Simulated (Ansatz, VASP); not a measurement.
# One calculation of Al7C, two programs

INCAR

```
SYSTEM = Al7C
PREC = Accurate ; ENCUT = 600
EDIFF = 1E-7 ; ISMEAR = 0
SIGMA = 0.1 ; LREAL = .FALSE.
LASPH = .TRUE. ; NELM = 60
ALGO = Normal ; ISIF = 3
LWAVE = .FALSE. ; LCHARG = .FALSE.
GGA = PE ; IBRION = 2
NSW = 100 ; EDIFFG = -0.01
```

The input KPOINTS:

```
Automatic mesh
0
G
  8 8 8
  0 0 0
```

File POSCAR:

```
Al7C
1.0
   -3.1505062000      3.1505062000      3.1505062000
    3.1505062000     -3.1505062000      3.1505062000
    3.1505062000      3.1505062000     -3.1505062000
Al C
7 1
Direct
    0.0000000000      0.5000000000      0.5000000000
    0.5000000000      0.5000000000      0.0000000000
    0.5000000000      0.0000000000      0.5000000000
    0.0000000000      0.0000000000      0.5000000000
    0.0000000000      0.5000000000      0.0000000000
    0.5000000000      0.0000000000      0.0000000000
    0.5000000000      0.5000000000      0.5000000000
    0.0000000000      0.0000000000      0.0000000000
```

Input for Ansatz:

```yaml
crystal:
  lattice:
    - [-3.1505062, 3.1505062, 3.1505062]
    - [3.1505062, -3.1505062, 3.1505062]
    - [3.1505062, 3.1505062, -3.1505062]
  atoms:
    - { symbol: Al, position: [0.0, 0.5, 0.5] }
    - { symbol: Al, position: [0.5, 0.5, 0.0] }
    - { symbol: Al, position: [0.5, 0.0, 0.5] }
    - { symbol: Al, position: [0.0, 0.0, 0.5] }
    - { symbol: Al, position: [0.0, 0.5, 0.0] }
    - { symbol: Al, position: [0.5, 0.0, 0.0] }
    - { symbol: Al, position: [0.5, 0.5, 0.5] }
    - { symbol: C, position: [0.0, 0.0, 0.0] }
basis:
  ecutwfc: 420
kpoints:
  mp_grid: { grid: [8, 8, 8] }
hamiltonian:
  xc: pbe
scf:
  occupations: { method: gaussian, width: 0.1 }
output:
  forces: true
  stress: true
  eigenvalues: true
relax:
  adjacent_minimum: "off"
  f_tol: 0.01
  max_steps: 80
  cell: { stress_tol: 0.05 }
```

Change from the starting cell: species swapped into the Fe7Co type (Im-3m, No. 229).

Alike in both runs: task relaxation of cell and atoms; functional PBE; k mesh 8 × 8 × 8; occupations gaussian, width 0.1 eV; no spin polarisation.

|  | VASP | Ansatz |
| --- | --- | --- |
| version | VASP 6.6.1 | Ansatz 0.2.0 |
| potentials or method | VASP PAW PBE potentials, release 64 (Al, C), cutoff 600 eV | scalar-relativistic, plane waves, PAW |
| valence electrons in the cell | 25 | 25 |

|  | VASP | Ansatz | Ansatz less VASP |
| --- | --- | --- | --- |
| gap on the k mesh at the Fermi level, each at its own relaxed structure (eV) | none | none | - |
| relaxed volume (Å³/atom) | 15.38 | 15.40 | +0.023 |
| relaxed length of the cell vector where the two differ most in proportion (Å) | 5.427 | 5.430 | +0.0027 |

A gap of «none» marks a metal or a gap that the smearing closes.
